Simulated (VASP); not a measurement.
# C (P-1) in VASP: notebook

The runs below take C through single point, with PBE+D3(BJ).

Program: VASP 6.6.1. These are calculated values, not measurements. Logs are shortened: lines on timing, memory, paths and dates and some standing lists are left out, and cuts for length are marked.

### Step 1. The cell of the first run

The typed cell holds 10 atoms: a = 3.650 Å, b = 2.465 Å, c = 10.484 Å, α = 94.50°, β = 70.19°, γ = 90.00°.

### Step 2. Single point, PBE+D3(BJ)

INCAR reads:

```
SYSTEM = C
PREC = Accurate ; ENCUT = 520
EDIFF = 1E-7 ; ISMEAR = 0
SIGMA = 0.05 ; LREAL = .False.
LASPH = .True. ; NELM = 60
ALGO = Normal ; ISIF = 2
LWAVE = .False. ; LCHARG = .True.
GGA = PE ; IVDW = 12
LELF = .True. ; LVHAR = .True.
NBANDS = 31
```

KPOINTS reads:

```
Automatic mesh
0
Gamma
  7 11 3
  0 0 0
```

POSCAR reads:

```
C
1.0
    0.0000000000      1.4231463890     -3.3609366400
   -2.4649618524      0.0000000000      0.0000000000
    0.8216539508     10.4364068528      0.5601561067
C
10
Direct
   -0.1553471459      1.6888794157      0.8666382472
    0.7113195207      0.4222127491      0.0666382472
    0.7446528541      0.9888794157      0.2666382472
   -0.2220138126      0.5555460824      0.4666382472
   -0.1886804793      1.1222127491      0.6666382472
    0.7220138126      0.9444539176      0.1333617528
   -0.2446528541      0.5111205843      0.3333617528
   -0.2113195207      1.0777872509      0.5333617528
   -0.1779861874      0.6444539176      0.7333617528
   -0.1446528541      1.2111205843      0.9333617528
```

Potentials or basis: VASP PAW PBE potentials, release 64 (C).

Launch:

```sh
$ cat potpaw_PBE.64/C/POTCAR > POTCAR
$ mpirun -np 1 vasp_std > vasp.out
```

OUTCAR:

```text
SYSTEM = C
   PREC = Accurate
   ENCUT = 520
   EDIFF = 1E-7
   ISMEAR = 0
   LREAL = .False.
   LASPH = .True.
   NELM = 60
   ISIF = 2
   GGA = PE
   IVDW = 12
 IVDW          = 12

 ion  position               nearest neighbor table
   1  0.845  0.689  0.867-  10 1.42  10 1.42   9 1.42
   2  0.711  0.422  0.067-  10 1.37   6 1.42   6 1.42
   3  0.745  0.989  0.267-   7 1.42   7 1.42   6 1.42
   4  0.778  0.556  0.467-   8 1.42   8 1.42   7 1.42
   5  0.811  0.122  0.667-   9 1.42   9 1.42   8 1.42
   6  0.722  0.944  0.133-   2 1.42   2 1.42   3 1.42
   7  0.755  0.511  0.333-   3 1.42   3 1.42   4 1.42
   8  0.789  0.078  0.533-   4 1.42   4 1.42   5 1.42
   9  0.822  0.644  0.733-   5 1.42   5 1.42   1 1.42
  10  0.855  0.211  0.933-   2 1.37   1 1.42   1 1.42

  LATTYP: Found a triclinic cell.
 ALAT       =     4.4042340624
 B/A-ratio  =     0.8287087932
 C/A-ratio  =     2.2395530875
 COS(alpha) =     0.0097598309
 COS(beta)  =     0.0547107132
 COS(gamma) =     0.8287087932

  Lattice vectors:

 A1 = (  -2.4649618524,   1.4231463890,  -3.3609366400)
 A2 = (   0.0000000000,   1.4231463890,  -3.3609366400)
 A3 = (  -0.8216539508,  -9.0132604638,  -3.9210927467)

Analysis of symmetry for initial positions (statically):
=====================================================================
 Subroutine PRICEL returns:
 Original cell was already a primitive cell.

 Routine SETGRP: Setting up the symmetry group for a
 triclinic supercell.

 Subroutine GETGRP returns: Found  2 space group operations
 (whereof  1 operations were pure point group operations)
 out of a pool of  2 trial point group operations.

The static configuration has the point symmetry C_1 .
 The point group associated with its full space group is S_2 .

Analysis of symmetry for dynamics (positions and initial velocities):
=====================================================================
 Subroutine PRICEL returns:
 Original cell was already a primitive cell.

 Routine SETGRP: Setting up the symmetry group for a
 triclinic supercell.

 Subroutine GETGRP returns: Found  2 space group operations
 (whereof  1 operations were pure point group operations)
 out of a pool of  2 trial point group operations.

The dynamic configuration has the point symmetry C_1 .
 The point group associated with its full space group is S_2 .

 Subroutine INISYM returns: Found  2 space group operations
 (whereof  1 operations are pure point group operations),
 and found     1 'primitive' translations

----------------------------------------------------------------------------------------

                                     Primitive cell

  volume of cell :      88.4263

  direct lattice vectors                    reciprocal lattice vectors
     0.000000000  1.423146389 -3.360936640     0.000000000  0.015614853 -0.290924192
    -2.464961852  0.000000000  0.000000000    -0.405685791  0.031229707  0.013223827
     0.821653951 10.436406853  0.560156107     0.000000000  0.093689120  0.039671481

  length of vectors
     3.649827495  2.464961852 10.483676744     0.291342941  0.407100879  0.101742212

  position of ions in fractional coordinates (direct lattice)
     0.844652854  0.688879416  0.866638247
     0.711319521  0.422212749  0.066638247
     0.744652854  0.988879416  0.266638247
     0.777986187  0.555546082  0.466638247
     0.811319521  0.122212749  0.666638247
     0.722013813  0.944453918  0.133361753
     0.755347146  0.511120584  0.333361753
     0.788680479  0.077787251  0.533361753
     0.822013813  0.644453918  0.733361753
     0.855347146  0.211120584  0.933361753

  ion indices of the primitive-cell ions
   primitive index   ion index
                 1           1
                 2           2
                 3           3
                 4           4
                 5           5
                 6           6
                 7           7
                 8           8
                 9           9
                10          10

----------------------------------------------------------------------------------------

 KPOINTS: Automatic mesh

Automatic generation of k-mesh.
 Grid dimensions read from file:
 generate k-points for:    7   11    3

 Generating k-lattice:

  Cartesian coordinates                     Fractional coordinates (reciprocal lattice)
     0.000000000  0.002230693 -0.041560599     0.142857143  0.000000000  0.000000000
    -0.036880526  0.002839064  0.001202166     0.000000000  0.090909091  0.000000000
     0.000000000  0.031229707  0.013223827    -0.000000000  0.000000000  0.333333333

  Length of vectors
     0.041620420  0.037009171  0.033914071

  Shift w.r.t. Gamma in fractional coordinates (k-lattice)
     0.000000000  0.000000000  0.000000000

 Subroutine IBZKPT returns following result:
 ===========================================

 Found    116 irreducible k-points:

 Following reciprocal coordinates:
            Coordinates               Weight
  0.000000  0.000000  0.000000      1.000000
  0.142857  0.000000  0.000000      2.000000
  0.285714  0.000000  0.000000      2.000000
  0.428571  0.000000  0.000000      2.000000
  0.000000  0.090909  0.000000      2.000000
  0.142857  0.090909  0.000000      2.000000
[... 16 lines left out ...]
 -0.428571  0.272727 -0.000000      2.000000
 -0.285714  0.272727 -0.000000      2.000000
 [... further k-points ...]
   k-points           NKPTS =    116   k-points in BZ     NKDIM =    116   number of bands    NBANDS=     31
   number of dos      NEDOS =    301   number of ions     NIONS =     10
   total plane-waves  NPLWV =  40320
   dimension x,y,z NGX =    28 NGY =   18 NGZ =   80
   dimension x,y,z NGXF=    56 NGYF=   36 NGZF=  160
   ions per type =              10
   NGX,Y,Z   is equivalent  to a cutoff of  12.75, 12.14, 12.69 a.u.
   NGXF,Y,Z  is equivalent  to a cutoff of  25.51, 24.28, 25.37 a.u.
 SYSTEM =  C
   PREC   = accura    normal or accurate (medium, high low for compatibility)
   ISTART =      0    job   : 0-new  1-cont  2-samecut
   ICHARG =      2    charge: 1-file 2-atom 10-const
   ISPIN  =      1    spin polarized calculation?
   LNONCOLLINEAR =      F non collinear calculations
   LSORBIT =      F    spin-orbit coupling
   LASPH  =      T    aspherical Exc in radial PAW
   ENCUT  =  520.0 eV  38.22 Ry    6.18 a.u.   6.79  4.58 19.49*2*pi/ulx,y,z
   NELM   =     60;   NELMIN=  2; NELMDL= -5     # of ELM steps
   EDIFF  = 0.1E-06   stopping-criterion for ELM
   LREAL  =      F    real-space projection
   EDIFFG = 0.1E-05   stopping-criterion for IOM
   NSW    =      0    number of steps for IOM
   IBRION =     -1    ionic relax: 0-MD 1-quasi-New 2-CG
   NFREE  =      0    steps in history (QN), initial steepest desc. (CG)
   ISIF   =      2    stress and relaxation
   ISYM   =      2    0-nonsym 1-usesym 2-fastsym
   POTIM  = 0.5000    time-step for ionic-motion
   TEBEG  =    0.0;   TEEND  =   0.0 temperature during run
   PSTRESS=    0.0 pullay stress
   NELECT =      40.0000    total number of electrons
   NUPDOWN=      -1.0000    fix difference up-down
   EMIN   =  10.00;   EMAX   =-10.00  energy-range for DOS
   EFERMI =   0.00;   METHOD = LEGACY
   ISMEAR =     0;   SIGMA  =   0.05  broadening in eV -4-tet -1-fermi 0-gaus
   EFERMI_NEDOS =   21; number of points for ismear=-14 and -15
   IALGO  =     38    algorithm
   IMIX   =      4    mixing-type and parameters
     AMIX     =   0.40;   BMIX     =  1.00
     AMIX_MAG =   1.60;   BMIX_MAG =  1.00
  volume/ion in A,a.u.               =       8.84        59.67
  Fermi-wavevector in a.u.,A,eV,Ry     =   1.256708  2.374834 21.487884  1.579315
  Thomas-Fermi vector in A             =   2.390403
   LORBIT       =      0    0 simple, 1 ext, 2 COOP (PROOUT), +10 PAW based schemes
   GGA     = PE    functional components
   LHFCALC =     F    Hartree Fock is set to
   AEXX    =    0.0000 exact exchange contribution
   IVDW    =    12    specifies the selected vdW correction
   LEPSILON=     F    determine dielectric tensor
   LRPA    =     F    only Hartree local field effects (RPA)
 non-spin polarized calculation
 Gauss-broadening in eV      SIGMA  =   0.05
  energy-cutoff  :      520.00
  volume of cell :       88.43
 maximum number of plane-waves:      2405
   NGX = 13   NGY =  9   NGZ = 39

 number of electron      39.9999998 magnetization

 Free energy of the ion-electron system (eV)
  ---------------------------------------------------
  ext. energy  EPLUGINS =         0.00000000
  ---------------------------------------------------
  free energy    TOTEN  =       -90.28026914 eV

  energy without entropy =      -90.28026914  energy(sigma->0) =      -90.28026914

 E-fermi :   4.7636     XC(G=0): -10.2721

 val. band max:        4.5599545833   @ k =   0.0000   0.3636   0.3333
 cond. band min:       4.9679793557   @ k =   0.0000   0.3636   0.3333
 fundamental gap:      0.4080247724
 Fermi energy:         4.7636225078

 k-point     1 :       0.0000    0.0000    0.0000
  band No.  band energies     occupation
      1     -15.2407      2.00000
      2     -14.2422      2.00000
      3     -13.9445      2.00000
      4     -11.2512      2.00000
      5     -11.0573      2.00000
      6      -6.5678      2.00000
[... 23 lines left out ...]
     30      12.6974      0.00000
     31      13.0857      0.00000

 k-point     2 :       0.1429    0.0000    0.0000
  band No.  band energies     occupation
      1     -15.1994      2.00000
      2     -14.2208      2.00000
      3     -13.8939      2.00000
      4     -11.2779      2.00000
      5     -11.0248      2.00000
      6      -6.5987      2.00000
[... 740 lines left out ...]
 k-point    24 :      -0.2857    0.2727   -0.0000
  band No.  band energies     occupation
      1     -13.7911      2.00000
      2     -12.9414      2.00000
      3     -12.4008      2.00000
      4     -10.3258      2.00000
      5      -9.5823      2.00000
      6      -6.6821      2.00000
[... 23 lines left out ...]
     30      14.4119      0.00000
     31      14.4973      0.00000

 [... further k-points ...]

------------------------ aborting loop because EDIFF is reached ----------------------------------------

 Edisp (eV)   -1.47775

 E8    (eV) :    -0.4180

  FORCE on cell =-STRESS in cart. coord.  units (eV):
  Direction    XX          YY          ZZ          XY          YZ          ZX
  --------------------------------------------------------------------------------------
  -------------------------------------------------------------------------------------
  Total       1.30804    10.41173    -0.00394     7.66662     3.41604     2.54294
  in kB      23.70006   188.64794    -0.07134   138.90988    61.89448    46.07494
  external pressure =       70.76 kB  Pullay stress =        0.00 kB

 VOLUME and BASIS-vectors are now :
 -----------------------------------------------------------------------------
  energy-cutoff  :      520.00
  volume of cell :       88.43
      direct lattice vectors                 reciprocal lattice vectors
     0.000000000  1.423146389 -3.360936640     0.000000000  0.015614853 -0.290924192
    -2.464961852  0.000000000  0.000000000    -0.405685791  0.031229707  0.013223827
     0.821653951 10.436406853  0.560156107     0.000000000  0.093689120  0.039671481

 POSITION                                       TOTAL-FORCE (eV/Angst)
 -----------------------------------------------------------------------------------
     -0.98598     10.24665     -2.35337         0.061512     -1.929545     -1.246699
     -0.98598      1.70778     -2.35337         4.019395      4.087716     -1.660670
     -2.21847      3.84250     -2.35337         0.520225     -0.076777      0.526389
     -0.98598      5.97721     -2.35337         0.048321     -0.096770     -0.046769
      0.24650      8.11193     -2.35337         0.032967     -0.160167      0.057934
     -2.21847      2.41935     -2.35194        -0.061512      1.929545      1.246699
     -0.98598      4.55407     -2.35194        -0.032967      0.160167     -0.057934
      0.24650      6.68879     -2.35194        -0.048321      0.096770      0.046769
     -0.98598      8.82351     -2.35194        -0.520225      0.076777     -0.526389
      0.24650     10.95823     -2.35194        -4.019395     -4.087716      1.660670
 -----------------------------------------------------------------------------------
    total drift:                                0.000001      0.000007     -0.000001

  FREE ENERGIE OF THE ION-ELECTRON SYSTEM (eV)
  ---------------------------------------------------
  free  energy   TOTEN  =       -91.7580218325 eV

  energy  without entropy=      -91.7580218325  energy(sigma->0) =      -91.75802183
```

It took 5.2 min on 1 thread of Intel Xeon Platinum 8375C at 2.90GHz (Ice Lake), shared host; peak memory 0.32 GiB.

Results:

| Property | Result |
| --- | --- |
| Free energy | -91.7580 eV |
| Pressure | 7.1 GPa |
| Largest force | 5.968 eV/Å |
| Band gap on the k mesh | 0.41 eV, direct |
| Dispersion energy per atom | -0.148 eV |

Forces on the atoms (eV/Å):
```
C    0.062 -1.930 -1.247
C    4.019  4.088 -1.661
C    0.520 -0.077  0.526
C    0.048 -0.097 -0.047
C    0.033 -0.160  0.058
C   -0.062  1.930  1.247
C   -0.033  0.160 -0.058
C   -0.048  0.097  0.047
C   -0.520  0.077 -0.526
C   -4.019 -4.088  1.661
```

Caveat: forces of over 1 eV/Å act on the atoms, so gaps and moduli don't describe the material at rest. PBE gaps usually lie below the measured ones, often by a third to a half.

[end of part 1 of 2]
